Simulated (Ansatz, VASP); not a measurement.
## Two plane-wave programs on Cu3O2

```xyz
5
Lattice="2.8881 0.0000 0.0000 -1.4440 2.5012 0.0000 0.0000 0.0000 7.1107" Properties=species:S:1:pos:R:3 pbc="T T T"
Cu    0.0000    0.0000    0.0000
Cu    0.0000    1.6674    4.5159
Cu    1.4440    0.8337    2.5948
O     0.0000    1.6674    1.2409
O     1.4440    0.8337    5.8698
```

Alike in both runs: functional PBE; k mesh 6 × 6 × 4; occupations gaussian, width 0.1 eV; collinear spin.

Ansatz relaxed the structure, and its values are those at the end. VASP's run is a single point on that final structure, the one shown.

```csv
,VASP,Ansatz
version,VASP 6.6.1,Ansatz 0.2.0
potentials or method,"VASP PAW PBE potentials, release 64 (Cu, O), cutoff 520 eV","scalar-relativistic, plane waves, PAW"
valence electrons in the cell,45,69
```

```tsv
	VASP	Ansatz	Ansatz less VASP
gap on the k mesh at the Fermi level (eV)	none	none	-
pressure (GPa)	0.4	0.0	-0.38
rms of the force components (eV/Å)	0.011	0.001	-0.0099
net moment per atom (μB)	0.00	0.00	0.000
```

A gap of «none» marks a metal or a gap that the smearing closes. VASP's potentials hold 45 valence electrons a cell and Ansatz's 69, so a difference there can come from the potentials and not from the codes. Ansatz's warnings: seeded moment not kept.

The k mesh is coarse, so the values compare programs but aren't converged.
